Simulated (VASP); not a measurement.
# Ti (Fm-3m) in VASP: further runs

Ti is run at these levels: r2SCAN; tasks: single point.

All numbers are computed with VASP 6.6.1; they aren't measurements. Logs are shortened: lines on timing, memory, paths and dates and some standing lists are left out, and cuts for length are marked.

**1. The cell of the first run**

Symmetry: Fm-3m, No. 225, cubic system. The conventional cell has a = 4.033 Å, b = 4.033 Å, c = 4.033 Å, α = 90.00°, β = 90.00°, γ = 90.00°. Ti (site symmetry m-3m) has 12 Ti at 2.85 Å within 3.8 Å.

This isn't the form of Ti at room conditions, which is hcp.

**2. Single point, r2SCAN**

Input file POSCAR:

```
Ti
1.0
    0.0000000000      2.0163754284      2.0163754284
    2.0163754284      0.0000000000      2.0163754284
    2.0163754284      2.0163754284      0.0000000000
Ti
1
Direct
    0.0000000000      0.0000000000      0.0000000000
```

Input file INCAR.step1:

```
SYSTEM = Ti
  PREC = Accurate
  ENCUT = 520
  ISMEAR = -1
  SIGMA = 0.05
  LREAL = .FALSE.
  LASPH = .TRUE.
  NELM = 80
  NBANDS = 12
  GGA = PE
  ALGO = Normal
  EDIFF = 1E-4
  LWAVE = .TRUE.
  LCHARG = .FALSE.
```

Input file INCAR.step2:

```
SYSTEM = Ti
  PREC = Accurate
  ENCUT = 520
  EDIFF = 1E-7
  ISMEAR = -1
  SIGMA = 0.05
  LREAL = .FALSE.
  LASPH = .TRUE.
  NELM = 80
  ALGO = Normal
  ISIF = 2
  LWAVE = .FALSE.
  LCHARG = .TRUE.
  METAGGA = R2SCAN
  LMIXTAU = .TRUE.
  LELF = .TRUE.
  LVHAR = .TRUE.
  NBANDS = 12
  ISTART = 1
```

Input file KPOINTS:

```
Automatic mesh
0
G
  11 11 11
  0 0 0
```

Potentials or basis: VASP PAW PBE potentials, release 64 (Ti_sv).

On the command line:

```console
cat potpaw_PBE.64/Ti_sv/POTCAR > POTCAR
cp INCAR.step1 INCAR
mpirun -np 1 vasp_std > vasp.out
cp INCAR.step2 INCAR
mpirun -np 1 vasp_std > vasp.out
```

OUTCAR:

```text
SYSTEM = Ti
   PREC = Accurate
   ENCUT = 520
   EDIFF = 1E-7
   ISMEAR = -1
   LREAL = .FALSE.
   LASPH = .TRUE.
   NELM = 80
   ISIF = 2
   METAGGA = R2SCAN
   ISTART = 1

 ion  position               nearest neighbor table
   1  0.000  0.000  0.000-

  LATTYP: Found a face centered cubic cell.
 ALAT       =     4.0327508568

  Lattice vectors:

 A1 = (   0.0000000000,   2.0163754284,   2.0163754284)
 A2 = (   2.0163754284,   0.0000000000,   2.0163754284)
 A3 = (   2.0163754284,   2.0163754284,   0.0000000000)

Analysis of symmetry for initial positions (statically):
=====================================================================
 Subroutine PRICEL returns:
 Original cell was already a primitive cell.

 Routine SETGRP: Setting up the symmetry group for a
 face centered cubic supercell.

 Subroutine GETGRP returns: Found 48 space group operations
 (whereof 48 operations were pure point group operations)
 out of a pool of 48 trial point group operations.

The static configuration has the point symmetry O_h .

Analysis of symmetry for dynamics (positions and initial velocities):
=====================================================================
 Subroutine PRICEL returns:
 Original cell was already a primitive cell.

 Routine SETGRP: Setting up the symmetry group for a
 face centered cubic supercell.

 Subroutine GETGRP returns: Found 48 space group operations
 (whereof 48 operations were pure point group operations)
 out of a pool of 48 trial point group operations.

The dynamic configuration has the point symmetry O_h .

 Subroutine INISYM returns: Found 48 space group operations
 (whereof 48 operations are pure point group operations),
 and found     1 'primitive' translations

----------------------------------------------------------------------------------------

                                     Primitive cell

  volume of cell :      16.3962

  direct lattice vectors                    reciprocal lattice vectors
     0.000000000  2.016375428  2.016375428    -0.247969695  0.247969695  0.247969695
     2.016375428  0.000000000  2.016375428     0.247969695 -0.247969695  0.247969695
     2.016375428  2.016375428  0.000000000     0.247969695  0.247969695 -0.247969695

  length of vectors
     2.851585478  2.851585478  2.851585478     0.429496110  0.429496110  0.429496110

  position of ions in fractional coordinates (direct lattice)
     0.000000000  0.000000000  0.000000000

  ion indices of the primitive-cell ions
   primitive index   ion index
                 1           1

----------------------------------------------------------------------------------------

 KPOINTS: Automatic mesh

Automatic generation of k-mesh.
 Grid dimensions read from file:
 generate k-points for:   11   11   11

 Generating k-lattice:

  Cartesian coordinates                     Fractional coordinates (reciprocal lattice)
    -0.022542700  0.022542700  0.022542700     0.090909091  0.000000000  0.000000000
     0.022542700 -0.022542700  0.022542700     0.000000000  0.090909091  0.000000000
     0.022542700  0.022542700 -0.022542700     0.000000000  0.000000000  0.090909091

  Length of vectors
     0.039045101  0.039045101  0.039045101

  Shift w.r.t. Gamma in fractional coordinates (k-lattice)
     0.000000000  0.000000000  0.000000000

 Subroutine IBZKPT returns following result:
 ===========================================

 Found     56 irreducible k-points:

 Following reciprocal coordinates:
            Coordinates               Weight
  0.000000  0.000000  0.000000      1.000000
  0.090909  0.000000  0.000000      8.000000
  0.181818  0.000000  0.000000      8.000000
  0.272727  0.000000  0.000000      8.000000
  0.363636  0.000000  0.000000      8.000000
  0.454545  0.000000  0.000000      8.000000
[... 16 lines left out ...]
 -0.272727  0.181818  0.000000     24.000000
 -0.181818  0.181818  0.000000     12.000000
 [... further k-points ...]
   k-points           NKPTS =     56   k-points in BZ     NKDIM =     56   number of bands    NBANDS=     12
   number of dos      NEDOS =    301   number of ions     NIONS =      1
   total plane-waves  NPLWV =  13824
   dimension x,y,z NGX =    24 NGY =   24 NGZ =   24
   dimension x,y,z NGXF=    48 NGYF=   48 NGZF=   48
   ions per type =               1
   NGX,Y,Z   is equivalent  to a cutoff of  13.99, 13.99, 13.99 a.u.
   NGXF,Y,Z  is equivalent  to a cutoff of  27.98, 27.98, 27.98 a.u.
 SYSTEM =  Ti
   PREC   = accura    normal or accurate (medium, high low for compatibility)
   ISTART =      1    job   : 0-new  1-cont  2-samecut
   ICHARG =      0    charge: 1-file 2-atom 10-const
   ISPIN  =      1    spin polarized calculation?
   LNONCOLLINEAR =      F non collinear calculations
   LSORBIT =      F    spin-orbit coupling
   LASPH  =      T    aspherical Exc in radial PAW
   ENCUT  =  520.0 eV  38.22 Ry    6.18 a.u.   5.30  5.30  5.30*2*pi/ulx,y,z
   NELM   =     80;   NELMIN=  2; NELMDL=  0     # of ELM steps
   EDIFF  = 0.1E-06   stopping-criterion for ELM
   LREAL  =      F    real-space projection
   EDIFFG = 0.1E-05   stopping-criterion for IOM
   NSW    =      0    number of steps for IOM
   IBRION =     -1    ionic relax: 0-MD 1-quasi-New 2-CG
   NFREE  =      0    steps in history (QN), initial steepest desc. (CG)
   ISIF   =      2    stress and relaxation
   ISYM   =      2    0-nonsym 1-usesym 2-fastsym
   POTIM  = 0.5000    time-step for ionic-motion
   TEBEG  =    0.0;   TEEND  =   0.0 temperature during run
   PSTRESS=    0.0 pullay stress
   NELECT =      12.0000    total number of electrons
   NUPDOWN=      -1.0000    fix difference up-down
   EMIN   =  10.00;   EMAX   =-10.00  energy-range for DOS
   EFERMI =   0.00;   METHOD = LEGACY
   ISMEAR =    -1;   SIGMA  =   0.05  broadening in eV -4-tet -1-fermi 0-gaus
   EFERMI_NEDOS =   21; number of points for ismear=-14 and -15
   IALGO  =     38    algorithm
   IMIX   =      4    mixing-type and parameters
     AMIX     =   0.40;   BMIX     =  1.00
     AMIX_MAG =   1.60;   BMIX_MAG =  1.00
  volume/ion in A,a.u.               =      16.40       110.65
  Fermi-wavevector in a.u.,A,eV,Ry     =   1.475323  2.787957 29.614151  2.176579
  Thomas-Fermi vector in A             =   2.589986
   LORBIT       =      0    0 simple, 1 ext, 2 COOP (PROOUT), +10 PAW based schemes
   METAGGA = R2SCAN    functional components
   LHFCALC =     F    Hartree Fock is set to
   AEXX    =    0.0000 exact exchange contribution
   IVDW    =     0    specifies the selected vdW correction
   LEPSILON=     F    determine dielectric tensor
   LRPA    =     F    only Hartree local field effects (RPA)
 non-spin polarized calculation
  energy-cutoff  :      520.00
  volume of cell :       16.40
 maximum number of plane-waves:       459
 NGX is ok and might be reduce to    24
   NGX = 11   NGY = 11   NGZ = 11

 number of electron      12.0000001 magnetization

 Free energy of the ion-electron system (eV)
  ---------------------------------------------------
  ext. energy  EPLUGINS =         0.00000000
  ---------------------------------------------------
  free energy    TOTEN  =       -12.86402831 eV

  energy without entropy =      -12.85213207  energy(sigma->0) =      -12.85808019

 E-fermi :   8.8581     XC(G=0): -12.7087

 val. band max:        8.8363223532   @ k =   0.2727   0.1818   0.0909
 cond. band min:       8.8584319147   @ k =   0.4545   0.0909   0.0000
 fundamental gap:      0.0221095615
 Fermi energy:         8.8580556347

 k-point     1 :       0.0000    0.0000    0.0000
  band No.  band energies     occupation
      1     -50.0605      2.00000
      2     -24.7922      2.00000
      3     -24.7922      2.00000
      4     -24.7922      2.00000
      5       2.2715      2.00000
      6       9.9135      0.00000
      7       9.9135      0.00000
      8       9.9135      0.00000
      9      11.8543      0.00000
     10      11.8543      0.00000
     11      24.9590      0.00000
     12      30.1509      0.00000

 k-point     2 :       0.0909    0.0000    0.0000
  band No.  band energies     occupation
      1     -50.0477      2.00000
      2     -24.8616      2.00000
      3     -24.8006      2.00000
      4     -24.8005      2.00000
      5       2.5625      2.00000
      6       9.7218      0.00000
      7      10.0168      0.00000
      8      10.0168      0.00000
      9      11.7857      0.00000
     10      11.7857      0.00000
     11      25.2064      0.00000
     12      28.2328      0.00000

 k-point     3 :       0.1818    0.0000    0.0000
  band No.  band energies     occupation
      1     -50.0135      2.00000
      2     -25.0454      2.00000
      3     -24.8231      2.00000
      4     -24.8230      2.00000
      5       3.3767      2.00000
      6       9.2780      0.00045
      7      10.2069      0.00000
      8      10.2069      0.00000
      9      11.7254      0.00000
     10      11.7254      0.00000
     11      24.7968      0.00000
     12      26.2235      0.00000

 k-point     4 :       0.2727    0.0000    0.0000
  band No.  band energies     occupation
      1     -49.9682      2.00000
      2     -25.2810      2.00000
      3     -24.8523      2.00000
      4     -24.8523      2.00000
      5       4.5105      2.00000
      6       8.8863      0.72497
      7      10.1907      0.00000
      8      10.1907      0.00000
      9      11.9960      0.00000
     10      11.9960      0.00000
     11      22.3312      0.00000
     12      25.7079      0.00000

 k-point     5 :       0.3636    0.0000    0.0000
  band No.  band energies     occupation
      1     -49.9262      2.00000
      2     -25.4929      2.00000
      3     -24.8790      2.00000
      4     -24.8790      2.00000
      5       5.5271      2.00000
      6       8.9137      0.49437
      7       9.9937      0.00000
      8       9.9937      0.00000
      9      12.5220      0.00000
     10      12.5220      0.00000
     11      19.9514      0.00000
     12      24.8849      0.00000
[... 228 lines left out ...]
      1     -49.8783      2.00000
      2     -25.5469      2.00000
      3     -25.0621      2.00000
      4     -24.9440      2.00000
      5       6.8141      2.00000
      6       8.2314      1.99999
      7       9.4199      0.00003
      8      10.5163      0.00000
      9      12.9026      0.00000
     10      14.4957      0.00000
     11      17.9435      0.00000
     12      23.7544      0.00000

 k-point    22 :      -0.3636    0.1818    0.0000
  band No.  band energies     occupation
      1     -49.8865      2.00000
      2     -25.5072      2.00000
      3     -25.0797      2.00000
      4     -24.9159      2.00000
      5       6.7188      2.00000
      6       8.4371      1.99956
      7       9.2257      0.00128
      8      10.5028      0.00000
      9      12.3604      0.00000
     10      14.3432      0.00000
     11      18.8779      0.00000
     12      23.4241      0.00000

 k-point    23 :      -0.2727    0.1818    0.0000
  band No.  band energies     occupation
      1     -49.9145      2.00000
      2     -25.3958      2.00000
      3     -25.0543      2.00000
      4     -24.8787      2.00000
      5       6.0432      2.00000
      6       8.5129      1.99799
      7       9.3344      0.00015
      8      10.6550      0.00000
      9      11.6178      0.00000
     10      13.6436      0.00000
     11      21.1672      0.00000
     12      23.4580      0.00000

 k-point    24 :      -0.1818    0.1818    0.0000
  band No.  band energies     occupation
      1     -49.9531      2.00000
      2     -25.2583      2.00000
      3     -24.9817      2.00000
      4     -24.8441      2.00000
      5       4.9503      2.00000
      6       8.6661      1.95789
      7       9.8286      0.00000
      8      10.8990      0.00000
      9      10.9695      0.00000
     10      12.8597      0.00000
     11      23.4783      0.00000
     12      23.9964      0.00000

 [... further k-points ...]

------------------------ aborting loop because EDIFF is reached ----------------------------------------

  FORCE on cell =-STRESS in cart. coord.  units (eV):
  Direction    XX          YY          ZZ          XY          YZ          ZX
  --------------------------------------------------------------------------------------
  -------------------------------------------------------------------------------------
  Total        0.7430804      0.7430804      0.7430804      0.0000000     -0.0000000     -0.0000000
  in kB       72.6109675     72.6109675     72.6109675      0.0000000     -0.0000000     -0.0000000
  external PRESSURE =      72.6109675 kB  Pullay stress =       0.0000000 kB

 VOLUME and BASIS-vectors are now :
 -----------------------------------------------------------------------------
  energy-cutoff  :      520.00
  volume of cell :       16.40
      direct lattice vectors                 reciprocal lattice vectors
     0.000000000  2.016375428  2.016375428    -0.247969695  0.247969695  0.247969695
     2.016375428  0.000000000  2.016375428     0.247969695 -0.247969695  0.247969695
     2.016375428  2.016375428  0.000000000     0.247969695  0.247969695 -0.247969695

 POSITION                                       TOTAL-FORCE (eV/Angst)
 -----------------------------------------------------------------------------------
      0.00000      0.00000      0.00000         0.000000      0.000000      0.000000
 -----------------------------------------------------------------------------------
    total drift:                                0.000000     -0.000000     -0.000000

  FREE ENERGIE OF THE ION-ELECTRON SYSTEM (eV)
  ---------------------------------------------------
  free  energy   TOTEN  =       -12.8640283119 eV

  energy  without entropy=      -12.8521320658  energy(sigma->0) =      -12.85808019
```

Wall time 45 s (1 thread of AMD EPYC 9R45 (Zen 5), shared host); peak memory 0.11 GiB.

Results:

```yaml
Free_energy: -12.8640 eV
Pressure: 7.3 GPa
Band_gap_on_the_k_mesh: zero (bands 6 and 7 overlap by 1.36 eV)
```

Levels at points of the mesh, in eV from the Fermi level:
| k point | band 4 | band 5 | band 6 | band 7 | band 8 | band 9 |
| --- | --- | --- | --- | --- | --- | --- |
| (0.00, 0.00, 0.00) | -33.65 | -6.59 | 1.06 | 1.06 | 1.06 | 3.00 |

Caveat: the cell stands under pressure; the PAW data sets were made with another functional, which shifts forces and pressure a little.

**3. Single point, r2SCAN**

This run uses another cell than the first one, of 17.07 Å³/atom.

Input file POSCAR:

```
Ti
1.0
    0.0000000000      2.0434441004      2.0434441004
    2.0434441004      0.0000000000      2.0434441004
    2.0434441004      2.0434441004      0.0000000000
Ti
1
Direct
    0.0000000000      0.0000000000      0.0000000000
```

Input file INCAR.step1:

```
SYSTEM = Ti
ALGO     = Normal         ! electronic algorithm
EDIFF    = 1E-4           ! SCF threshold, eV
ENCUT    = 520            ! plane-wave cutoff, eV
GGA      = PE             ! functional
ISMEAR   = -1             ! smearing method
LASPH    = .TRUE.         ! aspherical terms in the spheres
LCHARG   = .FALSE.        ! write CHGCAR
LREAL    = .FALSE.        ! projectors in reciprocal space
LWAVE    = .TRUE.         ! write WAVECAR
NBANDS   = 12             ! bands
NELM     = 80             ! most SCF steps
PREC     = Accurate       ! precision mode
SIGMA    = 0.05           ! smearing width, eV
```

Input file INCAR.step2:

```
SYSTEM = Ti
ALGO     = Normal         ! electronic algorithm
EDIFF    = 1E-7           ! SCF threshold, eV
ENCUT    = 520            ! plane-wave cutoff, eV
ISIF     = 2              ! what is computed and relaxed
ISMEAR   = -1             ! smearing method
ISTART   = 1            
LASPH    = .TRUE.         ! aspherical terms in the spheres
LCHARG   = .FALSE.        ! write CHGCAR
LMIXTAU  = .TRUE.       
LREAL    = .FALSE.        ! projectors in reciprocal space
LWAVE    = .FALSE.        ! write WAVECAR
METAGGA  = R2SCAN         ! meta-GGA
NBANDS   = 12             ! bands
NELM     = 80             ! most SCF steps
PREC     = Accurate       ! precision mode
SIGMA    = 0.05           ! smearing width, eV
```

Input file KPOINTS:

```
k-points
0
G
  11 11 11
  0 0 0
```

Potentials or basis: VASP PAW PBE potentials, release 64 (Ti_sv).

On the command line:

```console
cat potpaw_PBE.64/Ti_sv/POTCAR > POTCAR
cp INCAR.step1 INCAR
mpirun -np 1 vasp_std > vasp.out
cp INCAR.step2 INCAR
mpirun -np 1 vasp_std > vasp.out
```

Wall time 41 s (1 thread of AMD EPYC 9R45 (Zen 5), shared host); peak memory 0.11 GiB.

Results (log left out):

```
Free energy            : -12.8842 eV
Pressure               : 2.3 GPa
Band gap on the k mesh : zero (bands 6 and 7 overlap by 1.30 eV)
```

Levels at points of the mesh, in eV from the Fermi level:
```
           k point  band 4  band 5  band 6  band 7  band 8  band 9
(0.00, 0.00, 0.00)  -33.78   -6.50    1.03    1.03    1.03    2.87
```

Caveat: the PAW data sets were made with another functional, which shifts forces and pressure a little.

(Part 1 of 2 ends here.)
